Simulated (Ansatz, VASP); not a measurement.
ZnS: VASP beside Ansatz

The input INCAR:

```
PREC     = Accurate       # precision mode
ENCUT    = 500            # plane-wave cutoff, eV
EDIFF    = 1E-6           # SCF threshold, eV
ISMEAR   = -1             # smearing method
SIGMA    = 0.08           # smearing width, eV
LREAL    = False          # projectors in reciprocal space
LASPH    = True           # aspherical terms in the spheres
NELM     = 120            # most SCF steps
ALGO     = Normal         # electronic algorithm
ISIF     = 2              # what is computed and relaxed
LWAVE    = False          # write WAVECAR
LCHARG   = False          # write CHGCAR
GGA      = CA             # functional
NBANDS   = 16             # bands
GGA_COMPAT= False
```

KPOINTS

```
regular mesh
0
Gamma
  16 16 16
```

File POSCAR:

```
ZnS
1.0
    0.0000000000      2.1399997267      2.1399997267
    2.1399997267      0.0000000000      2.1399997267
    2.1399997267      2.1399997267      0.0000000000
Zn S
1 1
Direct
    0.0000000000      0.0000000000      0.0000000000
    0.5000000000      0.5000000000      0.5000000000
```

Input for Ansatz:

```yaml
crystal:
  lattice:
    - [0.0, 2.1399997267, 2.1399997267]
    - [2.1399997267, 0.0, 2.1399997267]
    - [2.1399997267, 2.1399997267, 0.0]
  atoms:
    - { symbol: Zn, position: [0.0, 0.0, 0.0] }
    - { symbol: S, position: [0.5, 0.5, 0.5] }
kpoints:
  mp_grid: { grid: [16, 16, 16] }
scf:
  occupations: { method: fermi_dirac, width: 0.08 }
hamiltonian:
  xc: lda
  pseudopotentials: { kind: paw }
output:
  forces: true
  stress: true
  eigenvalues: true
  populations: true
```

Change from the starting cell: volume scaled by 0.64, PAW files.

Alike in both runs: task single point; functional LDA; k mesh 16 × 16 × 16; occupations fermi-dirac, width 0.08 eV; no spin polarisation.

```csv
,VASP,Ansatz
version,VASP 6.6.1,Ansatz 0.2.0
potentials or method,"VASP PAW LDA potentials, release 64 (Zn, S)","PAW with Ansatz's default frozen-core files, scalar-relativistic"
plane-wave cutoff (eV),500,420
valence electrons in the cell,18,18
```

|  | VASP | Ansatz | Ansatz less VASP |
| --- | --- | --- | --- |
| pressure (GPa) | 131.7 | 129.6 | -2.03 |

LDA's correlation is that of Perdew and Zunger in VASP and of Perdew and Wang (1992) in Ansatz. Both programs put the cell under a high pressure, so it lies far from rest at this level.

Noted on VASP's run: the cell as given lies far from equilibrium.
